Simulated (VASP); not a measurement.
# KCl (F-43m) in VASP: a series of runs

KCl is run at these levels: PBE; tasks: single point.

Program: VASP 6.6.1. These are calculated values, not measurements. Logs are shortened: lines on timing, memory, paths and dates and some standing lists are left out, and cuts for length are marked.

## 1. The cell of the first run

It takes space group F-43m (No. 216, cubic). The conventional cell has a = 7.015 Å, b = 7.015 Å, c = 7.015 Å, α = 90.00°, β = 90.00°, γ = 90.00°. Within 4.0 Å of K (site symmetry -43m) lie 4 Cl at 3.04 Å. Cl (site symmetry -43m) has 4 K at 3.04 Å within 4.0 Å.

## 2. Single point, PBE

File INCAR:

```
SYSTEM = KCl
PREC = Accurate ; ENCUT = 520
EDIFF = 1E-6 ; ISMEAR = 0
SIGMA = 0.01 ; LREAL = .False.
LASPH = .True. ; NELM = 60
ALGO = Normal ; ISIF = 2
LWAVE = .False. ; LCHARG = .False.
GGA = PE ; NBANDS = 15
```

File KPOINTS:

```
Automatic mesh
0
Gamma
  4 4 4
  0 0 0
```

File POSCAR:

```
KCl
1.0
    0.0000000000      3.5072828541      3.5072828541
    3.5072828541      0.0000000000      3.5072828541
    3.5072828541      3.5072828541      0.0000000000
K Cl
1 1
Direct
    0.0000000000      0.0000000000      0.0000000000
    0.2500000000      0.2500000000      0.2500000000
```

Potentials or basis: VASP PAW PBE potentials, release 64 (K_sv, Cl).

Started as:

```sh
> cat potpaw_PBE.64/K_sv/POTCAR potpaw_PBE.64/Cl/POTCAR > POTCAR
> mpirun -np 1 vasp_std > vasp.out
```

OUTCAR:

```text
SYSTEM = KCl
   PREC = Accurate
   ENCUT = 520
   EDIFF = 1E-6
   ISMEAR = 0
   LREAL = .False.
   LASPH = .True.
   NELM = 60
   ISIF = 2
   GGA = PE

 ion  position               nearest neighbor table
   1  0.000  0.000  0.000-   2 3.04   2 3.04   2 3.04   2 3.04
   2  0.250  0.250  0.250-   1 3.04   1 3.04   1 3.04   1 3.04

  LATTYP: Found a face centered cubic cell.
 ALAT       =     7.0145657082

  Lattice vectors:

 A1 = (   0.0000000000,   3.5072828541,   3.5072828541)
 A2 = (   3.5072828541,   0.0000000000,   3.5072828541)
 A3 = (   3.5072828541,   3.5072828541,   0.0000000000)

Analysis of symmetry for initial positions (statically):
=====================================================================
 Subroutine PRICEL returns:
 Original cell was already a primitive cell.

 Routine SETGRP: Setting up the symmetry group for a
 face centered cubic supercell.

 Subroutine GETGRP returns: Found 24 space group operations
 (whereof 24 operations were pure point group operations)
 out of a pool of 48 trial point group operations.

The static configuration has the point symmetry T_d .

Analysis of symmetry for dynamics (positions and initial velocities):
=====================================================================
 Subroutine PRICEL returns:
 Original cell was already a primitive cell.

 Routine SETGRP: Setting up the symmetry group for a
 face centered cubic supercell.

 Subroutine GETGRP returns: Found 24 space group operations
 (whereof 24 operations were pure point group operations)
 out of a pool of 48 trial point group operations.

The dynamic configuration has the point symmetry T_d .

 Subroutine INISYM returns: Found 24 space group operations
 (whereof 24 operations are pure point group operations),
 and found     1 'primitive' translations

----------------------------------------------------------------------------------------

                                     Primitive cell

  volume of cell :      86.2864

  direct lattice vectors                    reciprocal lattice vectors
     0.000000000  3.507282854  3.507282854    -0.142560501  0.142560501  0.142560501
     3.507282854  0.000000000  3.507282854     0.142560501 -0.142560501  0.142560501
     3.507282854  3.507282854  0.000000000     0.142560501  0.142560501 -0.142560501

  length of vectors
     4.960046979  4.960046979  4.960046979     0.246922030  0.246922030  0.246922030

  position of ions in fractional coordinates (direct lattice)
     0.000000000  0.000000000  0.000000000
     0.250000000  0.250000000  0.250000000

  ion indices of the primitive-cell ions
   primitive index   ion index
                 1           1
                 2           2

----------------------------------------------------------------------------------------

 KPOINTS: Automatic mesh

Automatic generation of k-mesh.
 Grid dimensions read from file:
 generate k-points for:    4    4    4

 Generating k-lattice:

  Cartesian coordinates                     Fractional coordinates (reciprocal lattice)
    -0.035640125  0.035640125  0.035640125     0.250000000  0.000000000  0.000000000
     0.035640125 -0.035640125  0.035640125     0.000000000  0.250000000  0.000000000
     0.035640125  0.035640125 -0.035640125     0.000000000  0.000000000  0.250000000

  Length of vectors
     0.061730508  0.061730508  0.061730508

  Shift w.r.t. Gamma in fractional coordinates (k-lattice)
     0.000000000  0.000000000  0.000000000

 Subroutine IBZKPT returns following result:
 ===========================================

 Found      8 irreducible k-points:

 Following reciprocal coordinates:
            Coordinates               Weight
  0.000000  0.000000  0.000000      1.000000
  0.250000  0.000000  0.000000      8.000000
  0.500000  0.000000  0.000000      4.000000
  0.250000  0.250000  0.000000      6.000000
  0.500000  0.250000  0.000000     24.000000
 -0.250000  0.250000  0.000000     12.000000
  0.500000  0.500000  0.000000      3.000000
 -0.250000  0.500000  0.250000      6.000000
   k-points           NKPTS =      8   k-points in BZ     NKDIM =      8   number of bands    NBANDS=     15
   number of dos      NEDOS =    301   number of ions     NIONS =      2
   total plane-waves  NPLWV =  64000
   dimension x,y,z NGX =    40 NGY =   40 NGZ =   40
   dimension x,y,z NGXF=    80 NGYF=   80 NGZF=   80
   ions per type =               1   1
   NGX,Y,Z   is equivalent  to a cutoff of  13.41, 13.41, 13.41 a.u.
   NGXF,Y,Z  is equivalent  to a cutoff of  26.81, 26.81, 26.81 a.u.
 SYSTEM =  KCl
   PREC   = accura    normal or accurate (medium, high low for compatibility)
   ISTART =      0    job   : 0-new  1-cont  2-samecut
   ICHARG =      2    charge: 1-file 2-atom 10-const
   ISPIN  =      1    spin polarized calculation?
   LNONCOLLINEAR =      F non collinear calculations
   LSORBIT =      F    spin-orbit coupling
   LASPH  =      T    aspherical Exc in radial PAW
   ENCUT  =  520.0 eV  38.22 Ry    6.18 a.u.   9.22  9.22  9.22*2*pi/ulx,y,z
   NELM   =     60;   NELMIN=  2; NELMDL= -5     # of ELM steps
   EDIFF  = 0.1E-05   stopping-criterion for ELM
   LREAL  =      F    real-space projection
   EDIFFG = 0.1E-04   stopping-criterion for IOM
   NSW    =      0    number of steps for IOM
   IBRION =     -1    ionic relax: 0-MD 1-quasi-New 2-CG
   NFREE  =      0    steps in history (QN), initial steepest desc. (CG)
   ISIF   =      2    stress and relaxation
   ISYM   =      2    0-nonsym 1-usesym 2-fastsym
   POTIM  = 0.5000    time-step for ionic-motion
   TEBEG  =    0.0;   TEEND  =   0.0 temperature during run
   PSTRESS=    0.0 pullay stress
   NELECT =      16.0000    total number of electrons
   NUPDOWN=      -1.0000    fix difference up-down
   EMIN   =  10.00;   EMAX   =-10.00  energy-range for DOS
   EFERMI =   0.00;   METHOD = LEGACY
   ISMEAR =     0;   SIGMA  =   0.01  broadening in eV -4-tet -1-fermi 0-gaus
   EFERMI_NEDOS =   21; number of points for ismear=-14 and -15
   IALGO  =     38    algorithm
   IMIX   =      4    mixing-type and parameters
     AMIX     =   0.40;   BMIX     =  1.00
     AMIX_MAG =   1.60;   BMIX_MAG =  1.00
  volume/ion in A,a.u.               =      43.14       291.14
  Fermi-wavevector in a.u.,A,eV,Ry     =   0.933542  1.764139 11.857496  0.871501
  Thomas-Fermi vector in A             =   2.060255
   LORBIT       =      0    0 simple, 1 ext, 2 COOP (PROOUT), +10 PAW based schemes
   GGA     = PE    functional components
   LHFCALC =     F    Hartree Fock is set to
   AEXX    =    0.0000 exact exchange contribution
   IVDW    =     0    specifies the selected vdW correction
   LEPSILON=     F    determine dielectric tensor
   LRPA    =     F    only Hartree local field effects (RPA)
 non-spin polarized calculation
 Gauss-broadening in eV      SIGMA  =   0.01
  energy-cutoff  :      520.00
  volume of cell :       86.29
 maximum number of plane-waves:      2346
 NGX is ok and might be reduce to    40
   NGX = 19   NGY = 19   NGZ = 19

 number of electron      16.0000000 magnetization

 Free energy of the ion-electron system (eV)
  ---------------------------------------------------
  ext. energy  EPLUGINS =         0.00000000
  ---------------------------------------------------
  free energy    TOTEN  =        -6.61858063 eV

  energy without entropy =       -6.61858063  energy(sigma->0) =       -6.61858063

 E-fermi :  -3.1369     XC(G=0):  -6.1182

 val. band max:       -3.2097254085   @ k =   0.5000   0.5000   0.0000
 cond. band min:       1.5647239228   @ k =   0.0000   0.0000   0.0000
 fundamental gap:      4.7744493313
 Fermi energy:        -3.1368641165

 k-point     1 :       0.0000    0.0000    0.0000
  band No.  band energies     occupation
      1     -30.4540      2.00000
      2     -14.9549      2.00000
      3     -13.9501      2.00000
      4     -13.9501      2.00000
      5     -13.9501      2.00000
      6      -3.2480      2.00000
      7      -3.2480      2.00000
      8      -3.2480      2.00000
      9       1.5647      0.00000
     10       6.1580      0.00000
     11       6.1580      0.00000
     12       7.1534      0.00000
     13       7.1534      0.00000
     14       7.1534      0.00000
     15       8.2251      0.00000

 k-point     2 :       0.2500    0.0000    0.0000
  band No.  band energies     occupation
      1     -30.4525      2.00000
      2     -15.0558      2.00000
      3     -13.9553      2.00000
      4     -13.9553      2.00000
      5     -13.8395      2.00000
      6      -3.4236      2.00000
      7      -3.2330      2.00000
      8      -3.2330      2.00000
      9       2.4549      0.00000
     10       5.7750      0.00000
     11       5.7750      0.00000
     12       6.1944      0.00000
     13       7.1924      0.00000
     14       7.5580      0.00000
     15       7.5580      0.00000

 k-point     3 :       0.5000    0.0000    0.0000
  band No.  band energies     occupation
      1     -30.4511      2.00000
      2     -15.1397      2.00000
      3     -13.9605      2.00000
      4     -13.9605      2.00000
      5     -13.7467      2.00000
      6      -3.5510      2.00000
      7      -3.2190      2.00000
      8      -3.2190      2.00000
      9       4.0685      0.00000
     10       4.2016      0.00000
     11       5.7424      0.00000
     12       5.7424      0.00000
     13       7.1972      0.00000
     14       7.1972      0.00000
     15       7.8277      0.00000
[... 55 lines left out ...]
 k-point     7 :       0.5000    0.5000    0.0000
  band No.  band energies     occupation
      1     -30.4501      2.00000
      2     -15.1867      2.00000
      3     -13.9755      2.00000
      4     -13.9755      2.00000
      5     -13.6696      2.00000
      6      -3.6137      2.00000
      7      -3.2097      2.00000
      8      -3.2097      2.00000
      9       3.4736      0.00000
     10       4.4802      0.00000
     11       6.6582      0.00000
     12       7.0764      0.00000
     13       7.0764      0.00000
     14       7.2591      0.00000
     15       7.5011      0.00000

 k-point     8 :      -0.2500    0.5000    0.2500
  band No.  band energies     occupation
      1     -30.4501      2.00000
      2     -15.1845      2.00000
      3     -13.9866      2.00000
      4     -13.9759      2.00000
      5     -13.6609      2.00000
      6      -3.4445      2.00000
      7      -3.3839      2.00000
      8      -3.2145      2.00000
      9       3.6717      0.00000
     10       4.4709      0.00000
     11       6.5495      0.00000
     12       6.6034      0.00000
     13       6.8273      0.00000
     14       7.2379      0.00000
     15       7.9293      0.00000

------------------------ aborting loop because EDIFF is reached ----------------------------------------

  FORCE on cell =-STRESS in cart. coord.  units (eV):
  Direction    XX          YY          ZZ          XY          YZ          ZX
  --------------------------------------------------------------------------------------
  -------------------------------------------------------------------------------------
  Total        0.1567683      0.1567683      0.1567683      0.0000000      0.0000000      0.0000000
  in kB        2.9108948      2.9108948      2.9108948      0.0000000      0.0000000      0.0000000
  external PRESSURE =       2.9108948 kB  Pullay stress =       0.0000000 kB

 VOLUME and BASIS-vectors are now :
 -----------------------------------------------------------------------------
  energy-cutoff  :      520.00
  volume of cell :       86.29
      direct lattice vectors                 reciprocal lattice vectors
     0.000000000  3.507282854  3.507282854    -0.142560501  0.142560501  0.142560501
     3.507282854  0.000000000  3.507282854     0.142560501 -0.142560501  0.142560501
     3.507282854  3.507282854  0.000000000     0.142560501  0.142560501 -0.142560501

 POSITION                                       TOTAL-FORCE (eV/Angst)
 -----------------------------------------------------------------------------------
      0.00000      0.00000      0.00000         0.000000      0.000000      0.000000
      1.75364      1.75364      1.75364        -0.000000     -0.000000     -0.000000
 -----------------------------------------------------------------------------------
    total drift:                               -0.000000     -0.000000     -0.000000

  FREE ENERGIE OF THE ION-ELECTRON SYSTEM (eV)
  ---------------------------------------------------
  free  energy   TOTEN  =        -6.6185806291 eV

  energy  without entropy=       -6.6185806291  energy(sigma->0) =       -6.61858063
```

It took 10 s on 1 thread of AMD EPYC 9R45 (Zen 5), shared host; peak memory 0.2 GiB.

What came out:

```
Free energy            : -6.6186 eV
Pressure               : 0.3 GPa
Band gap on the k mesh : 4.77 eV, indirect (least direct gap 4.81 eV)
```

Levels at points of the mesh, in eV from the valence-band top:
```csv
k point,band 4,band 5,band 6,band 7,band 8,band 9,band 10,band 11,band 12,band 13
"(0.00, 0.00, 0.00)",-10.74,-10.74,-0.04,-0.04,-0.04,4.77,9.37,9.37,10.36,10.36
"(0.50, 0.00, 0.00)",-10.75,-10.54,-0.34,-0.01,-0.01,7.28,7.41,8.95,8.95,10.41
"(0.50, 0.50, 0.00)",-10.77,-10.46,-0.40,0.00,0.00,6.68,7.69,9.87,10.29,10.29
```

A k mesh can miss the band edges. Expect the measured gap to be larger: semilocal functionals such as PBE lack the derivative discontinuity.

## 3. Single point, PBE (volume changed by -5%)

File INCAR:

```
SYSTEM = KCl
  PREC = Accurate
  ENCUT = 500
  EDIFF = 1E-6
  ISMEAR = 0
  SIGMA = 0.01
  LREAL = .FALSE.
  LASPH = .TRUE.
  NELM = 120
  ALGO = Normal
  ISIF = 2
  LWAVE = .FALSE.
  LCHARG = .FALSE.
  GGA = PE
  NBANDS = 15
  GGA_COMPAT = .FALSE.
```

File KPOINTS:

```
Automatic mesh
0
G
  4 4 4
  0 0 0
```

File POSCAR:

```
KCl
1.0
    0.0000000000      3.4478258958      3.4478258958
    3.4478258958      0.0000000000      3.4478258958
    3.4478258958      3.4478258958      0.0000000000
K Cl
1 1
Direct
    0.0000000000      0.0000000000      0.0000000000
    0.2500000000      0.2500000000      0.2500000000
```

Potentials or basis: VASP PAW PBE potentials, release 64 (K_sv, Cl).

Started as:

```sh
> cat potpaw_PBE.64/K_sv/POTCAR potpaw_PBE.64/Cl/POTCAR > POTCAR
> mpirun -np 1 vasp_std > vasp.out
```

Run time: 22 s. Hardware: 1 thread of Intel Xeon 8259CL, shared host; peak memory 0.2 GiB.

It converged, with:

| Item | Value |
| --- | --- |
| Free energy | -6.6003 eV |
| Pressure | 1.0 GPa |
| Band gap on the k mesh | 4.88 eV, indirect (least direct gap 4.93 eV) |

Levels at points of the mesh, in eV from the valence-band top:
```
           k point  band 5  band 6  band 7  band 8  band 9  band 10  band 11  band 12
(0.00, 0.00, 0.00)  -10.61   -0.06   -0.06   -0.06    4.88     9.46     9.46    10.54
(0.50, 0.00, 0.00)  -10.39   -0.37   -0.02   -0.02    7.41     7.60     9.06     9.06
(0.50, 0.50, 0.00)  -10.30   -0.45    0.00    0.00    6.74     7.77    10.22    10.45
```
